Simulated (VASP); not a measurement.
# In (Im-3m) in VASP: further runs

The runs below take In through single point, with PBE0.

All numbers are computed with VASP 6.6.1; they aren't measurements. Logs are shortened: lines on timing, memory, paths and dates and some standing lists are left out, and cuts for length are marked.

### 1 The cell of the first run

Symmetry: Im-3m, No. 229, cubic system. Conventional cell: a = 3.765 Å, b = 3.765 Å, c = 3.765 Å, α = 90.00°, β = 90.00°, γ = 90.00°. In (site symmetry m-3m) has 14 In at 3.26 to 3.77 Å within 4.3 Å.

This isn't the form of In at room conditions, which is tetragonal.

### 2 Single point, PBE0

The input, POSCAR:

```
In
1.0
   -1.8825252400      1.8825252400      1.8825252400
    1.8825252400     -1.8825252400      1.8825252400
    1.8825252400      1.8825252400     -1.8825252400
In
1
Direct
    0.0000000000      0.0000000000      0.0000000000
```

The input, INCAR.step1:

```
PREC     = Accurate       # precision mode
ENCUT    = 520            # plane-wave cutoff, eV
EDIFF    = 1E-5           # SCF threshold, eV
ISMEAR   = -1             # smearing method
SIGMA    = 0.05           # smearing width, eV
LREAL    = F              # projectors in reciprocal space
LASPH    = T              # aspherical terms in the spheres
NELM     = 80             # most SCF steps
ALGO     = Normal         # electronic algorithm
ISIF     = 2              # what is computed and relaxed
LWAVE    = T              # write WAVECAR
NBANDS   = 12             # bands
GGA      = PE             # functional
```

The input, INCAR.step2:

```
PREC     = Accurate       # precision mode
ENCUT    = 520            # plane-wave cutoff, eV
EDIFF    = 1E-6           # SCF threshold, eV
ISMEAR   = -1             # smearing method
SIGMA    = 0.05           # smearing width, eV
LREAL    = F              # projectors in reciprocal space
LASPH    = T              # aspherical terms in the spheres
NELM     = 80             # most SCF steps
ALGO     = Normal         # electronic algorithm
ISIF     = 2              # what is computed and relaxed
LWAVE    = F              # write WAVECAR
LCHARG   = T              # write CHGCAR
GGA      = PE             # functional
LHFCALC  = T              # exact exchange
AEXX     = 0.25           # exact-exchange fraction
PRECFOCK = Normal       
LELF     = T              # ELF
LVHAR    = T            
NBANDS   = 12             # bands
ISTART   = 1
```

The input, KPOINTS:

```
regular mesh
0
Gamma
  6 6 6
```

Potentials or basis: VASP PAW PBE potentials, release 64 (In_d).

Started as:

```bash
$ cat potpaw_PBE.64/In_d/POTCAR > POTCAR
$ cp INCAR.step1 INCAR
$ mpirun -np 1 vasp_std > vasp.out
$ cp INCAR.step2 INCAR
$ mpirun -np 1 vasp_std > vasp.out
```

OUTCAR:

```text
PREC = Accurate
   ENCUT = 520
   EDIFF = 1E-6
   ISMEAR = -1
   LREAL = F
   LASPH = T
   NELM = 80
   ISIF = 2
   GGA = PE
   LHFCALC = T
   AEXX = 0.25
   PRECFOCK = Normal
   ISTART = 1

 ion  position               nearest neighbor table
   1  0.000  0.000  0.000-

  LATTYP: Found a body centered cubic cell.
 ALAT       =     3.7650504800

  Lattice vectors:

 A1 = (  -1.8825252400,   1.8825252400,   1.8825252400)
 A2 = (   1.8825252400,  -1.8825252400,   1.8825252400)
 A3 = (   1.8825252400,   1.8825252400,  -1.8825252400)

Analysis of symmetry for initial positions (statically):
=====================================================================
 Subroutine PRICEL returns:
 Original cell was already a primitive cell.

 Routine SETGRP: Setting up the symmetry group for a
 body centered cubic supercell.

 Subroutine GETGRP returns: Found 48 space group operations
 (whereof 48 operations were pure point group operations)
 out of a pool of 48 trial point group operations.

The static configuration has the point symmetry O_h .

Analysis of symmetry for dynamics (positions and initial velocities):
=====================================================================
 Subroutine PRICEL returns:
 Original cell was already a primitive cell.

 Routine SETGRP: Setting up the symmetry group for a
 body centered cubic supercell.

 Subroutine GETGRP returns: Found 48 space group operations
 (whereof 48 operations were pure point group operations)
 out of a pool of 48 trial point group operations.

The dynamic configuration has the point symmetry O_h .

 Subroutine INISYM returns: Found 48 space group operations
 (whereof 48 operations are pure point group operations),
 and found     1 'primitive' translations

----------------------------------------------------------------------------------------

                                     Primitive cell

  volume of cell :      26.6859

  direct lattice vectors                    reciprocal lattice vectors
    -1.882525240  1.882525240  1.882525240     0.000000000  0.265600689  0.265600689
     1.882525240 -1.882525240  1.882525240     0.265600689  0.000000000  0.265600689
     1.882525240  1.882525240 -1.882525240     0.265600689  0.265600689  0.000000000

  length of vectors
     3.260629362  3.260629362  3.260629362     0.375616096  0.375616096  0.375616096

  position of ions in fractional coordinates (direct lattice)
     0.000000000  0.000000000  0.000000000

  ion indices of the primitive-cell ions
   primitive index   ion index
                 1           1

----------------------------------------------------------------------------------------

 KPOINTS: regular mesh

Automatic generation of k-mesh.
 Grid dimensions read from file:
 generate k-points for:    6    6    6

 Generating k-lattice:

  Cartesian coordinates                     Fractional coordinates (reciprocal lattice)
     0.000000000  0.044266781  0.044266781     0.166666667  0.000000000  0.000000000
     0.044266781  0.000000000  0.044266781     0.000000000  0.166666667  0.000000000
     0.044266781  0.044266781  0.000000000     0.000000000  0.000000000  0.166666667

  Length of vectors
     0.062602683  0.062602683  0.062602683

  Shift w.r.t. Gamma in fractional coordinates (k-lattice)
     0.000000000  0.000000000  0.000000000

 Subroutine IBZKPT returns following result:
 ===========================================

 Found     16 irreducible k-points:

 Following reciprocal coordinates:
            Coordinates               Weight
  0.000000  0.000000  0.000000      1.000000
  0.166667  0.000000  0.000000     12.000000
  0.333333  0.000000  0.000000     12.000000
  0.500000  0.000000  0.000000      6.000000
  0.166667  0.166667  0.000000     24.000000
  0.333333  0.166667  0.000000     48.000000
[... 8 lines left out ...]
  0.500000  0.500000  0.333333     12.000000
  0.500000  0.500000  0.500000      1.000000
   k-points           NKPTS =     16   k-points in BZ     NKDIM =    216   number of bands    NBANDS=     12
   number of dos      NEDOS =    301   number of ions     NIONS =      1
   total plane-waves  NPLWV =  13824
   dimension x,y,z NGX =    24 NGY =   24 NGZ =   24
   dimension x,y,z NGXF=    48 NGYF=   48 NGZF=   48
   ions per type =               1
   NGX,Y,Z   is equivalent  to a cutoff of  12.24, 12.24, 12.24 a.u.
   NGXF,Y,Z  is equivalent  to a cutoff of  24.47, 24.47, 24.47 a.u.
 SYSTEM =  unknown system
   PREC   = accura    normal or accurate (medium, high low for compatibility)
   ISTART =      1    job   : 0-new  1-cont  2-samecut
   ICHARG =      0    charge: 1-file 2-atom 10-const
   ISPIN  =      1    spin polarized calculation?
   LNONCOLLINEAR =      F non collinear calculations
   LSORBIT =      F    spin-orbit coupling
   LASPH  =      T    aspherical Exc in radial PAW
   ENCUT  =  520.0 eV  38.22 Ry    6.18 a.u.   6.06  6.06  6.06*2*pi/ulx,y,z
   NELM   =     80;   NELMIN=  2; NELMDL=  0     # of ELM steps
   EDIFF  = 0.1E-05   stopping-criterion for ELM
   LREAL  =      F    real-space projection
   EDIFFG = 0.1E-04   stopping-criterion for IOM
   NSW    =      0    number of steps for IOM
   IBRION =     -1    ionic relax: 0-MD 1-quasi-New 2-CG
   NFREE  =      0    steps in history (QN), initial steepest desc. (CG)
   ISIF   =      2    stress and relaxation
   ISYM   =      3    0-nonsym 1-usesym 2-fastsym
   POTIM  = 0.5000    time-step for ionic-motion
   TEBEG  =    0.0;   TEEND  =   0.0 temperature during run
   PSTRESS=    0.0 pullay stress
   NELECT =      13.0000    total number of electrons
   NUPDOWN=      -1.0000    fix difference up-down
   EMIN   =  10.00;   EMAX   =-10.00  energy-range for DOS
   EFERMI =   0.00;   METHOD = LEGACY
   ISMEAR =    -1;   SIGMA  =   0.05  broadening in eV -4-tet -1-fermi 0-gaus
   EFERMI_NEDOS =   21; number of points for ismear=-14 and -15
   IALGO  =     38    algorithm
   IMIX   =      1    mixing-type and parameters
     AMIX     =   0.40;   BMIX     =  1.00
     AMIX_MAG =   1.60;   BMIX_MAG =  1.00
  volume/ion in A,a.u.               =      26.69       180.09
  Fermi-wavevector in a.u.,A,eV,Ry     =   1.288136  2.434225 22.576080  1.659295
  Thomas-Fermi vector in A             =   2.420108
   LORBIT       =      0    0 simple, 1 ext, 2 COOP (PROOUT), +10 PAW based schemes
   GGA     = PE    functional components
   LHFCALC =     T    Hartree Fock is set to
   PRECFOCK=normal    Normal, Fast or Accurate (Low or Medium for compatibility)
   ENCUT4O =  -1.0   cutoff for four orbital integrals eV
   NKREDX  =     1    reduce k-point grid by
   NKREDY  =     1    reduce k-point grid by
   NKREDZ  =     1    reduce k-point grid by
   AEXX    =    0.2500 exact exchange contribution
   HFSCREEN=    0.0000 screening length (either q_TF or 0.3 A-1)
   HFSCREENC=   0.0000 screening length for correlation (either q_TF or 0.3 A-1)
   ENCUTFOCK=  -1.0 apply spherical cutoff to Coloumb kernel
   IVDW    =     0    specifies the selected vdW correction
   LEPSILON=     F    determine dielectric tensor
   LRPA    =     F    only Hartree local field effects (RPA)
 non-spin polarized calculation
  energy-cutoff  :      520.00
  volume of cell :       26.69
 maximum number of plane-waves:       736
  NGX = 20; NGY = 20; NGZ = 20

 number of electron      13.0000005 magnetization

 Free energy of the ion-electron system (eV)
  ---------------------------------------------------
  ext. energy  EPLUGINS =         0.00000000
  ---------------------------------------------------
  free energy    TOTEN  =        -3.22414865 eV

  energy without entropy =       -3.21996232  energy(sigma->0) =       -3.22205549

 E-fermi :   7.3326     XC(G=0):  -8.0267

 val. band max:        6.4162587245   @ k =   0.5000   0.5000   0.3333
 cond. band min:       7.4299240395   @ k =  -0.3333   0.5000   0.1667
 fundamental gap:      1.0136653149
 Fermi energy:         7.3326285345

 k-point     1 :       0.0000    0.0000    0.0000
  band No.  band energies     occupation
      1      -9.8947      2.00000
      2      -9.8947      2.00000
      3      -9.8947      2.00000
      4      -9.6227      2.00000
      5      -9.6227      2.00000
      6      -3.8483      2.00000
      7      19.5943      0.00000
      8      19.5943      0.00000
      9      19.5943      0.00000
     10      21.3538      0.00000
     11      21.3538      0.00000
     12      21.3538      0.00000

 k-point     2 :       0.1667    0.0000    0.0000
  band No.  band energies     occupation
      1      -9.9220      2.00000
      2      -9.8747      2.00000
      3      -9.7886      2.00000
      4      -9.6484      2.00000
      5      -9.6242      2.00000
      6      -3.1282      2.00000
      7      14.8313      0.00000
      8      17.3761      0.00000
      9      18.1157      0.00000
     10      19.7333      0.00000
     11      19.9056      0.00000
     12      21.5770      0.00000

 k-point     3 :       0.3333    0.0000    0.0000
  band No.  band energies     occupation
      1      -9.9763      2.00000
      2      -9.8942      2.00000
      3      -9.6553      2.00000
      4      -9.6267      2.00000
      5      -9.5690      2.00000
      6      -0.9161      2.00000
      7       8.7027      0.00000
      8      15.0307      0.00000
      9      16.2636      0.00000
     10      18.6709      0.00000
     11      18.7106      0.00000
     12      23.5842      0.00000
[... 166 lines left out ...]
 k-point    15 :       0.5000    0.5000    0.3333
  band No.  band energies     occupation
      1      -9.9404      2.00000
      2      -9.9119      2.00000
      3      -9.6288      2.00000
      4      -9.5694      2.00000
      5      -9.4848      2.00000
      6       5.1499      2.00000
      7       6.4163      2.00000
      8       9.8706      0.00000
      9      11.8670      0.00000
     10      15.2809      0.00000
     11      16.1063      0.00000
     12      25.7002      0.00000

 k-point    16 :       0.5000    0.5000    0.5000
  band No.  band energies     occupation
      1      -9.9982      2.00000
      2      -9.9982      2.00000
      3      -9.4950      2.00000
      4      -9.4950      2.00000
      5      -9.4950      2.00000
      6       8.8198      0.00000
      7       8.9882      0.00000
      8       8.9882      0.00000
      9       8.9882      0.00000
     10      13.1413      0.00000
     11      13.1413      0.00000
     12      28.2999      0.00000

------------------------ aborting loop because EDIFF is reached ----------------------------------------

  FORCE on cell =-STRESS in cart. coord.  units (eV):
  Direction    XX          YY          ZZ          XY          YZ          ZX
  --------------------------------------------------------------------------------------
  -------------------------------------------------------------------------------------
  Total       -0.1385834     -0.1385834     -0.1385834      0.0000000     -0.0000000      0.0000000
  in kB       -8.3203099     -8.3203099     -8.3203099      0.0000000     -0.0000000      0.0000000
  external PRESSURE =      -8.3203099 kB  Pullay stress =       0.0000000 kB

 VOLUME and BASIS-vectors are now :
 -----------------------------------------------------------------------------
  energy-cutoff  :      520.00
  volume of cell :       26.69
      direct lattice vectors                 reciprocal lattice vectors
    -1.882525240  1.882525240  1.882525240     0.000000000  0.265600689  0.265600689
     1.882525240 -1.882525240  1.882525240     0.265600689  0.000000000  0.265600689
     1.882525240  1.882525240 -1.882525240     0.265600689  0.265600689  0.000000000

 POSITION                                       TOTAL-FORCE (eV/Angst)
 -----------------------------------------------------------------------------------
      0.00000      0.00000      0.00000         0.000000      0.000000      0.000000
 -----------------------------------------------------------------------------------
    total drift:                               -0.000000     -0.000000     -0.000000

  FREE ENERGIE OF THE ION-ELECTRON SYSTEM (eV)
  ---------------------------------------------------
  free  energy   TOTEN  =        -3.2241486537 eV

  energy  without entropy=       -3.2199623173  energy(sigma->0) =       -3.22205549
```

It took 10 min on 1 thread of AMD EPYC 9R45 (Zen 5), shared host; peak memory 0.13 GiB.

What came out:

| Quantity | Value |
| --- | --- |
| Free energy | -3.2241 eV |
| Pressure | -0.8 GPa |
| Band gap on the k mesh | zero (an odd number of electrons rules out a gap without spin polarisation) |

Caveat: the k points lie up to 0.39 Å⁻¹ apart, too coarse for converged energies and pressures of a metal; the PAW data sets were made with another functional, which shifts forces and pressure a little; spin-orbit coupling is left out, which moves the levels of the heavy elements.

### 3 Single point, PBE0

This run uses another cell than the first one, of 27.22 Å³/atom.

The input, POSCAR:

```
In
1.0
   -1.8949926579      1.8949926579      1.8949926579
    1.8949926579     -1.8949926579      1.8949926579
    1.8949926579      1.8949926579     -1.8949926579
In
1
Direct
    0.0000000000      0.0000000000      0.0000000000
```

The input, INCAR.step1:

```
  ALGO = Normal
  EDIFF = 1E-5
  ENCUT = 520
  GGA = PE
  ISIF = 2
  ISMEAR = -1
  LASPH = T
  LCHARG = F
  LREAL = F
  LWAVE = T
  NBANDS = 12
  NELM = 60
  PREC = Accurate
  SIGMA = 0.05
```

The input, INCAR.step2:

```
  AEXX = 0.25
  ALGO = Normal
  EDIFF = 1E-7
  ENCUT = 520
  GGA = PE
  ISIF = 2
  ISMEAR = -1
  ISTART = 1
  LASPH = T
  LCHARG = F
  LHFCALC = T
  LREAL = F
  LWAVE = F
  NBANDS = 12
  NELM = 60
  PREC = Accurate
  PRECFOCK = Normal
  SIGMA = 0.05
```

The input, KPOINTS:

```
k-points
0
Gamma
  6 6 6
```

Potentials or basis: VASP PAW PBE potentials, release 64 (In_d).

Started as:

```bash
$ cat potpaw_PBE.64/In_d/POTCAR > POTCAR
$ cp INCAR.step1 INCAR
$ mpirun -np 1 vasp_std > vasp.out
$ cp INCAR.step2 INCAR
$ mpirun -np 1 vasp_std > vasp.out
```

Wall time 14 min (1 thread of AMD EPYC 9R45 (Zen 5), shared host); peak memory 0.13 GiB.

The run converged. Its results:

- Free energy: -3.2208 eV
- Pressure: -1.5 GPa
- Band gap on the k mesh: zero (an odd number of electrons rules out a gap without spin polarisation)

Levels at points of the mesh, in eV from the Fermi level:
| k point | band 4 | band 5 | band 6 | band 7 | band 8 | band 9 |
| --- | --- | --- | --- | --- | --- | --- |
| (0.00, 0.00, 0.00) | -16.93 | -16.93 | -11.02 | 12.05 | 12.05 | 12.05 |
| (0.50, 0.00, 0.00) | -16.94 | -16.78 | -4.82 | -3.92 | 6.74 | 8.19 |
| (0.50, 0.50, 0.50) | -16.81 | -16.81 | 1.34 | 1.67 | 1.67 | 1.67 |

Caveat: the k points lie up to 0.39 Å⁻¹ apart, too coarse for converged energies and pressures of a metal; the PAW data sets were made with another functional, which shifts forces and pressure a little; spin-orbit coupling is left out, which moves the levels of the heavy elements.

### 4 Single point, PBE0

This run uses another cell than the first one, of 27.75 Å³/atom.

The input, POSCAR:

```
In
1.0
   -1.9072981498      1.9072981498      1.9072981498
    1.9072981498     -1.9072981498      1.9072981498
    1.9072981498      1.9072981498     -1.9072981498
In
1
Direct
    0.0000000000      0.0000000000      0.0000000000
```

The input, INCAR.step1:

```
SYSTEM = In
PREC = Accurate
ENCUT = 520
EDIFF = 1E-5
ISMEAR = -1
SIGMA = 0.05
LREAL = .False.
LASPH = .True.
NELM = 100
ALGO = Normal
ISIF = 2
LWAVE = .True.
LCHARG = .False.
NBANDS = 12
GGA = PE
```

The input, INCAR.step2:

```
SYSTEM = In
PREC = Accurate
ENCUT = 520
EDIFF = 1E-6
ISMEAR = -1
SIGMA = 0.05
LREAL = .False.
LASPH = .True.
NELM = 100
ALGO = Normal
ISIF = 2
LWAVE = .False.
LCHARG = .False.
GGA = PE
LHFCALC = .True.
AEXX = 0.25
PRECFOCK = Normal
NBANDS = 12
ISTART = 1
```

The input, KPOINTS:

```
regular mesh
0
Gamma
  6 6 6
  0 0 0
```

Started as:

```bash
$ cat potpaw_PBE.64/In_d/POTCAR > POTCAR
$ cp INCAR.step1 INCAR
$ mpirun -np 1 vasp_std > vasp.out
$ cp INCAR.step2 INCAR
$ mpirun -np 1 vasp_std > vasp.out
```

Run time: 11 min. Hardware: 1 thread of AMD EPYC 9R45 (Zen 5), shared host; peak memory 0.14 GiB.

Results (log left out):

| Property | Result |
| --- | --- |
| Free energy | -3.2149 eV |
| Pressure | -2.3 GPa |
| Band gap on the k mesh | zero (an odd number of electrons rules out a gap without spin polarisation) |

Levels at points of the mesh, in eV from the Fermi level:
| k point | band 4 | band 5 | band 6 | band 7 | band 8 | band 9 |
| --- | --- | --- | --- | --- | --- | --- |
| (0.00, 0.00, 0.00) | -16.92 | -16.92 | -10.86 | 11.85 | 11.85 | 11.85 |
| (0.50, 0.00, 0.00) | -16.92 | -16.77 | -4.81 | -3.82 | 6.66 | 8.13 |
| (0.50, 0.50, 0.50) | -16.80 | -16.80 | 1.20 | 1.69 | 1.69 | 1.69 |

Caveat: the k points lie up to 0.39 Å⁻¹ apart, too coarse for converged energies and pressures of a metal; the PAW data sets were made with another functional, which shifts forces and pressure a little; spin-orbit coupling is left out, which moves the levels of the heavy elements.

### 5 Overview

| cell | gap on the mesh (eV) | pressure (GPa) |
| --- | --- | --- |
| a = 3.261 Å, angles 109.5°, 1 atom | none | -0.8 |
| a = 3.282 Å, angles 109.5°, 1 atom | none | -1.5 |
| a = 3.304 Å, angles 109.5°, 1 atom | none | -2.3 |

Alike in all rows: task single point; level PBE0; potentials or basis VASP PAW PBE potentials, release 64 (In_d); no spin polarisation; k mesh 6 × 6 × 6; cutoff (eV) 520; smearing fermi-dirac 0.05 eV.

Caveats: all runs use coarse meshes; the PAW data sets were made with another functional, which shifts forces and pressure a little; spin-orbit coupling is left out, which moves the levels of the heavy elements.

Total energies depend on the potentials used, so only differences within one code and one set of settings carry meaning.

The gap in the log of VASP goes by the Fermi energy; the results here count the filled bands.